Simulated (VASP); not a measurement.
# Si (P6/mmm) in VASP: further runs

Si is run at these levels: HSE06; tasks: single point.

All numbers are computed with VASP 6.6.1; they aren't measurements. Logs are shortened: lines on timing, memory, paths and dates and some standing lists are left out, and cuts for length are marked.

## 1. The cell of the first run

The structure is hexagonal, space group P6/mmm (No. 191). The conventional cell has a = 4.121 Å, b = 4.121 Å, c = 2.655 Å, α = 90.00°, β = 90.00°, γ = 120.00°. Si (site symmetry -6m2) has 5 Si at 2.38 to 2.65 Å within 3.1 Å.

This isn't the form of Si at room conditions, which is diamond.

## 2. Single point, HSE06

File POSCAR:

```
Si
1.0
    4.1209500000      0.0000000000      0.0000000000
   -2.0604700000      3.5688500000      0.0000000000
    0.0000000000      0.0000000000      2.6547900000
Si
2
Direct
    0.3333300000      0.6666700000      0.5000000000
    0.6666700000      0.3333300000      0.5000000000
```

File INCAR.step1:

```
SYSTEM = Si
PREC     = Accurate       ! precision mode
ENCUT    = 520            ! plane-wave cutoff, eV
EDIFF    = 1E-5           ! SCF threshold, eV
ISMEAR   = -1             ! smearing method
SIGMA    = 0.05           ! smearing width, eV
LREAL    = .False.        ! projectors in reciprocal space
LASPH    = .True.         ! aspherical terms in the spheres
NELM     = 80             ! most SCF steps
ALGO     = Normal         ! electronic algorithm
ISIF     = 2              ! what is computed and relaxed
LWAVE    = .True.         ! write WAVECAR
LCHARG   = .False.        ! write CHGCAR
NBANDS   = 11             ! bands
GGA      = PE             ! functional
```

File INCAR.step2:

```
SYSTEM = Si
PREC     = Accurate       ! precision mode
ENCUT    = 520            ! plane-wave cutoff, eV
EDIFF    = 1E-7           ! SCF threshold, eV
ISMEAR   = -1             ! smearing method
SIGMA    = 0.05           ! smearing width, eV
LREAL    = .False.        ! projectors in reciprocal space
LASPH    = .True.         ! aspherical terms in the spheres
NELM     = 80             ! most SCF steps
ALGO     = Normal         ! electronic algorithm
ISIF     = 2              ! what is computed and relaxed
LWAVE    = .False.        ! write WAVECAR
LCHARG   = .False.        ! write CHGCAR
GGA      = PE             ! functional
LHFCALC  = .True.         ! exact exchange
HFSCREEN = 0.2079         ! screening, 1/A
PRECFOCK = Normal       
NBANDS   = 11             ! bands
ISTART   = 1
```

File KPOINTS:

```
Automatic mesh
0
Gamma
  4 4 5
  0 0 0
```

Potentials or basis: VASP PAW PBE potentials, release 64 (Si).

Run with:

```console
$ cat potpaw_PBE.64/Si/POTCAR > POTCAR
$ cp INCAR.step1 INCAR
$ mpirun -np 1 vasp_std > vasp.out
$ cp INCAR.step2 INCAR
$ mpirun -np 1 vasp_std > vasp.out
```

OUTCAR:

```text
SYSTEM = Si
   PREC = Accurate
   ENCUT = 520
   EDIFF = 1E-7
   ISMEAR = -1
   LREAL = .False.
   LASPH = .True.
   NELM = 80
   ISIF = 2
   GGA = PE
   LHFCALC = .True.
   HFSCREEN = 0.2079
   PRECFOCK = Normal
   ISTART = 1

 ion  position               nearest neighbor table
   1  0.333  0.667  0.500-   2 2.38   2 2.38   2 2.38
   2  0.667  0.333  0.500-   1 2.38   1 2.38   1 2.38

  LATTYP: Found a hexagonal cell.
 ALAT       =     4.1209500000
 C/A-ratio  =     0.6442179595

  Lattice vectors:

 A1 = (   4.1209500000,   0.0000000000,   0.0000000000)
 A2 = (  -2.0604700000,   3.5688500000,   0.0000000000)
 A3 = (   0.0000000000,   0.0000000000,   2.6547900000)

Analysis of symmetry for initial positions (statically):
=====================================================================
 Subroutine PRICEL returns:
 Original cell was already a primitive cell.

 Routine SETGRP: Setting up the symmetry group for a
 hexagonal supercell.

 Subroutine GETGRP returns: Found  8 space group operations
 (whereof  8 operations were pure point group operations)
 out of a pool of 24 trial point group operations.

The static configuration has the point symmetry D_2h.

Analysis of symmetry for dynamics (positions and initial velocities):
=====================================================================
 Subroutine PRICEL returns:
 Original cell was already a primitive cell.

 Routine SETGRP: Setting up the symmetry group for a
 hexagonal supercell.

 Subroutine GETGRP returns: Found  8 space group operations
 (whereof  8 operations were pure point group operations)
 out of a pool of 24 trial point group operations.

The dynamic configuration has the point symmetry D_2h.

 Subroutine INISYM returns: Found  8 space group operations
 (whereof  8 operations are pure point group operations),
 and found     1 'primitive' translations

----------------------------------------------------------------------------------------

                                     Primitive cell

  volume of cell :      39.0441

  direct lattice vectors                    reciprocal lattice vectors
     4.120950000  0.000000000  0.000000000     0.242662493  0.140100813  0.000000000
    -2.060470000  3.568850000  0.000000000     0.000000000  0.280202306  0.000000000
     0.000000000  0.000000000  2.654790000     0.000000000  0.000000000  0.376677628

  length of vectors
     4.120950000  4.120949762  2.654790000     0.280202290  0.280202306  0.376677628

  position of ions in fractional coordinates (direct lattice)
     0.333330000  0.666670000  0.500000000
     0.666670000  0.333330000  0.500000000

  ion indices of the primitive-cell ions
   primitive index   ion index
                 1           1
                 2           2

----------------------------------------------------------------------------------------

 KPOINTS: Automatic mesh

Automatic generation of k-mesh.
 Grid dimensions read from file:
 generate k-points for:    4    4    5

 Generating k-lattice:

  Cartesian coordinates                     Fractional coordinates (reciprocal lattice)
     0.060665623  0.035025203  0.000000000     0.250000000  0.000000000  0.000000000
     0.000000000  0.070050577  0.000000000     0.000000000  0.250000000  0.000000000
     0.000000000  0.000000000  0.075335526     0.000000000  0.000000000  0.200000000

  Length of vectors
     0.070050572  0.070050577  0.075335526

  Shift w.r.t. Gamma in fractional coordinates (k-lattice)
     0.000000000  0.000000000  0.000000000

 Subroutine IBZKPT returns following result:
 ===========================================

 Found     21 irreducible k-points:

 Following reciprocal coordinates:
            Coordinates               Weight
  0.000000  0.000000  0.000000      1.000000
  0.250000  0.000000  0.000000      4.000000
 -0.250000  0.250000  0.000000      2.000000
  0.500000  0.000000  0.000000      2.000000
  0.500000  0.500000  0.000000      1.000000
  0.250000  0.250000  0.000000      2.000000
[... 13 lines left out ...]
  0.250000  0.250000  0.400000      4.000000
 -0.250000  0.500000  0.400000      8.000000
   k-points           NKPTS =     21   k-points in BZ     NKDIM =     80   number of bands    NBANDS=     11
   number of dos      NEDOS =    301   number of ions     NIONS =      2
   total plane-waves  NPLWV =  20480
   dimension x,y,z NGX =    32 NGY =   32 NGZ =   20
   dimension x,y,z NGXF=    64 NGYF=   64 NGZF=   40
   ions per type =               2
   NGX,Y,Z   is equivalent  to a cutoff of  12.91, 12.91, 12.52 a.u.
   NGXF,Y,Z  is equivalent  to a cutoff of  25.82, 25.82, 25.05 a.u.
 SYSTEM =  Si
   PREC   = accura    normal or accurate (medium, high low for compatibility)
   ISTART =      1    job   : 0-new  1-cont  2-samecut
   ICHARG =      0    charge: 1-file 2-atom 10-const
   ISPIN  =      1    spin polarized calculation?
   LNONCOLLINEAR =      F non collinear calculations
   LSORBIT =      F    spin-orbit coupling
   LASPH  =      T    aspherical Exc in radial PAW
   ENCUT  =  520.0 eV  38.22 Ry    6.18 a.u.   7.66  7.66  4.94*2*pi/ulx,y,z
   NELM   =     80;   NELMIN=  2; NELMDL=  0     # of ELM steps
   EDIFF  = 0.1E-06   stopping-criterion for ELM
   LREAL  =      F    real-space projection
   EDIFFG = 0.1E-05   stopping-criterion for IOM
   NSW    =      0    number of steps for IOM
   IBRION =     -1    ionic relax: 0-MD 1-quasi-New 2-CG
   NFREE  =      0    steps in history (QN), initial steepest desc. (CG)
   ISIF   =      2    stress and relaxation
   ISYM   =      3    0-nonsym 1-usesym 2-fastsym
   POTIM  = 0.5000    time-step for ionic-motion
   TEBEG  =    0.0;   TEEND  =   0.0 temperature during run
   PSTRESS=    0.0 pullay stress
   NELECT =       8.0000    total number of electrons
   NUPDOWN=      -1.0000    fix difference up-down
   EMIN   =  10.00;   EMAX   =-10.00  energy-range for DOS
   EFERMI =   0.00;   METHOD = LEGACY
   ISMEAR =    -1;   SIGMA  =   0.05  broadening in eV -4-tet -1-fermi 0-gaus
   EFERMI_NEDOS =   21; number of points for ismear=-14 and -15
   IALGO  =     38    algorithm
   IMIX   =      1    mixing-type and parameters
     AMIX     =   0.40;   BMIX     =  1.00
     AMIX_MAG =   1.60;   BMIX_MAG =  1.00
  volume/ion in A,a.u.               =      19.52       131.74
  Fermi-wavevector in a.u.,A,eV,Ry     =   0.965131  1.823833 12.673523  0.931478
  Thomas-Fermi vector in A             =   2.094821
   LORBIT       =      0    0 simple, 1 ext, 2 COOP (PROOUT), +10 PAW based schemes
   GGA     = PE    functional components
   LHFCALC =     T    Hartree Fock is set to
   PRECFOCK=normal    Normal, Fast or Accurate (Low or Medium for compatibility)
   ENCUT4O =  -1.0   cutoff for four orbital integrals eV
   NKREDX  =     1    reduce k-point grid by
   NKREDY  =     1    reduce k-point grid by
   NKREDZ  =     1    reduce k-point grid by
   AEXX    =    0.2500 exact exchange contribution
   HFSCREEN=    0.2079 screening length (either q_TF or 0.3 A-1)
   HFSCREENC=   0.2079 screening length for correlation (either q_TF or 0.3 A-1)
   ENCUTFOCK=  -1.0 apply spherical cutoff to Coloumb kernel
   IVDW    =     0    specifies the selected vdW correction
   LEPSILON=     F    determine dielectric tensor
   LRPA    =     F    only Hartree local field effects (RPA)
 non-spin polarized calculation
  energy-cutoff  :      520.00
  volume of cell :       39.04
 maximum number of plane-waves:      1084
 NGX is ok and might be reduce to    32
  NGX = 24; NGY = 24; NGZ = 16

 number of electron       8.0000000 magnetization

 Free energy of the ion-electron system (eV)
  ---------------------------------------------------
  ext. energy  EPLUGINS =         0.00000000
  ---------------------------------------------------
  free energy    TOTEN  =       -11.69695418 eV

  energy without entropy =      -11.69525807  energy(sigma->0) =      -11.69610613

 E-fermi :   6.1270     XC(G=0):  -8.0211

 val. band max:        5.8972473360   @ k =   0.2500   0.0000   0.2000
 cond. band min:       6.3596766597   @ k =   0.2500   0.0000   0.4000
 fundamental gap:      0.4624293237
 Fermi energy:         6.1270094163

 k-point     1 :       0.0000    0.0000    0.0000
  band No.  band energies     occupation
      1      -7.9122      2.00000
      2       2.6737      2.00000
      3       2.6741      2.00000
      4       2.9359      2.00000
      5       7.6429      0.00000
      6       7.6432      0.00000
      7      12.1038      0.00000
      8      13.3004      0.00000
      9      15.6258      0.00000
     10      20.3295      0.00000
     11      23.0630      0.00000

 k-point     2 :       0.2500    0.0000    0.0000
  band No.  band energies     occupation
      1      -7.2378      2.00000
      2      -1.3757      2.00000
      3       1.8984      2.00000
      4       5.1456      2.00000
      5       8.7779      0.00000
      6       9.8362      0.00000
      7      13.8246      0.00000
      8      14.7267      0.00000
      9      16.3332      0.00000
     10      18.3013      0.00000
     11      20.5592      0.00000

 k-point     3 :      -0.2500    0.2500    0.0000
  band No.  band energies     occupation
      1      -7.2379      2.00000
      2      -1.3755      2.00000
      3       1.8982      2.00000
      4       5.1454      2.00000
      5       8.7780      0.00000
      6       9.8364      0.00000
      7      13.8245      0.00000
      8      14.7267      0.00000
      9      16.3332      0.00000
     10      18.3014      0.00000
     11      20.5593      0.00000
[... 225 lines left out ...]
 k-point    20 :       0.2500    0.2500    0.4000
  band No.  band energies     occupation
      1      -2.6280      2.00000
      2      -0.2557      2.00000
      3       2.5893      2.00000
      4       3.0545      2.00000
      5       4.7294      2.00000
      6       9.9282      0.00000
      7      11.6452      0.00000
      8      11.7801      0.00000
      9      16.0873      0.00000
     10      16.6728      0.00000
     11      17.5344      0.00000

 k-point    21 :      -0.2500    0.5000    0.4000
  band No.  band energies     occupation
      1      -2.6281      2.00000
      2      -0.2555      2.00000
      3       2.5892      2.00000
      4       3.0543      2.00000
      5       4.7295      2.00000
      6       9.9281      0.00000
      7      11.6453      0.00000
      8      11.7798      0.00000
      9      16.0874      0.00000
     10      16.6730      0.00000
     11      17.5342      0.00000

------------------------ aborting loop because EDIFF is reached ----------------------------------------

  FORCE on cell =-STRESS in cart. coord.  units (eV):
  Direction    XX          YY          ZZ          XY          YZ          ZX
  --------------------------------------------------------------------------------------
  -------------------------------------------------------------------------------------
  Total        0.3499256      0.3503595     -2.6570181      0.0003759      0.0000000      0.0000000
  in kB       14.3592074     14.3770147   -109.0308203      0.0154235      0.0000000      0.0000000
  external PRESSURE =     -26.7648661 kB  Pullay stress =       0.0000000 kB

 VOLUME and BASIS-vectors are now :
 -----------------------------------------------------------------------------
  energy-cutoff  :      520.00
  volume of cell :       39.04
      direct lattice vectors                 reciprocal lattice vectors
     4.120950000  0.000000000  0.000000000     0.242662493  0.140100813  0.000000000
    -2.060470000  3.568850000  0.000000000     0.000000000  0.280202306  0.000000000
     0.000000000  0.000000000  2.654790000     0.000000000  0.000000000  0.376677628

 POSITION                                       TOTAL-FORCE (eV/Angst)
 -----------------------------------------------------------------------------------
     -0.00002      2.37925      1.32740         0.000549     -0.000317      0.000000
      2.06050      1.18960      1.32740        -0.000549      0.000317     -0.000000
 -----------------------------------------------------------------------------------
    total drift:                                0.000000     -0.000000      0.000000

  FREE ENERGIE OF THE ION-ELECTRON SYSTEM (eV)
  ---------------------------------------------------
  free  energy   TOTEN  =       -11.6969541785 eV

  energy  without entropy=      -11.6952580738  energy(sigma->0) =      -11.69610613
```

Wall time 3.8 min (1 thread of Intel Xeon Platinum 8259CL at 2.50GHz (Skylake/Cascade Lake), shared host); peak memory 0.25 GiB.

What came out:

```
Free energy            : -11.6970 eV
Pressure               : -2.7 GPa
Band gap on the k mesh : zero (bands 4 and 5 overlap by 3.71 eV)
```

Stress tensor (GPa, compression positive):
```
  1.44   0.00   0.00
  0.00   1.44   0.00
  0.00   0.00 -10.90
```

Caveat: the k points lie up to 0.47 Å⁻¹ apart, too coarse for converged energies and pressures of a metal; the PAW data sets were made with another functional, which shifts forces and pressure a little.

## 3. Single point, HSE06

This run uses another cell than the first one, of 19.91 Å³/atom.

File POSCAR:

```
Si
1.0
    4.1482418550      0.0000000000      0.0000000000
   -2.0741158944      3.5924854570      0.0000000000
    0.0000000000      0.0000000000      2.6723719031
Si
2
Direct
    0.3333300000      0.6666700000      0.5000000000
    0.6666700000      0.3333300000      0.5000000000
```

File INCAR.step1:

```
SYSTEM = Si
PREC = Accurate ; ENCUT = 520
EDIFF = 1E-5 ; ISMEAR = -1
SIGMA = 0.05 ; LREAL = .False.
LASPH = .True. ; NELM = 80
ALGO = Normal ; ISIF = 2
LWAVE = .True. ; LCHARG = .False.
GGA = PE ; NBANDS = 11
```

File INCAR.step2:

```
SYSTEM = Si
PREC = Accurate ; ENCUT = 520
EDIFF = 1E-6 ; ISMEAR = -1
SIGMA = 0.05 ; LREAL = .False.
LASPH = .True. ; NELM = 80
ALGO = Normal ; ISIF = 2
LWAVE = .False. ; LCHARG = .False.
GGA = PE ; LHFCALC = .True.
HFSCREEN = 0.2079 ; PRECFOCK = Normal
ISTART = 1 ; NBANDS = 11
```

KPOINTS is that of step 2.

Potentials or basis: VASP PAW PBE potentials, release 64 (Si).

Run with:

```console
$ cat potpaw_PBE.64/Si/POTCAR > POTCAR
$ cp INCAR.step1 INCAR
$ mpirun -np 1 vasp_std > vasp.out
$ cp INCAR.step2 INCAR
$ mpirun -np 1 vasp_std > vasp.out
```

Run time: 4.4 min. Hardware: 1 thread of Intel Xeon Platinum 8259CL at 2.50GHz (Skylake/Cascade Lake), shared host; peak memory 0.25 GiB.

The run converged. Its results:

```yaml
Free_energy: -11.6802 eV
Pressure: -4.2 GPa
Band_gap_on_the_k_mesh: zero (bands 4 and 5 overlap by 3.66 eV)
```

Stress tensor (GPa, compression positive):
```
 -0.33   0.00   0.00
  0.00  -0.33   0.00
  0.00   0.00 -11.95
```

Levels at points of the mesh, in eV from the Fermi level:
```csv
k point,band 1,band 2,band 3,band 4,band 5,band 6,band 7,band 8
"(0.00, 0.00, 0.00)",-13.88,-3.39,-3.39,-3.26,1.55,1.55,5.99,7.05
"(0.50, 0.00, 0.00)",-11.89,-10.01,-4.68,-1.43,6.75,7.61,7.83,8.55
"(0.50, 0.50, 0.00)",-11.89,-10.01,-4.68,-1.43,6.75,7.61,7.83,8.55
```

Caveat: the k points lie up to 0.47 Å⁻¹ apart, too coarse for converged energies and pressures of a metal; the PAW data sets were made with another functional, which shifts forces and pressure a little.

The gap in the log of VASP goes by the Fermi energy; the results here count the filled bands.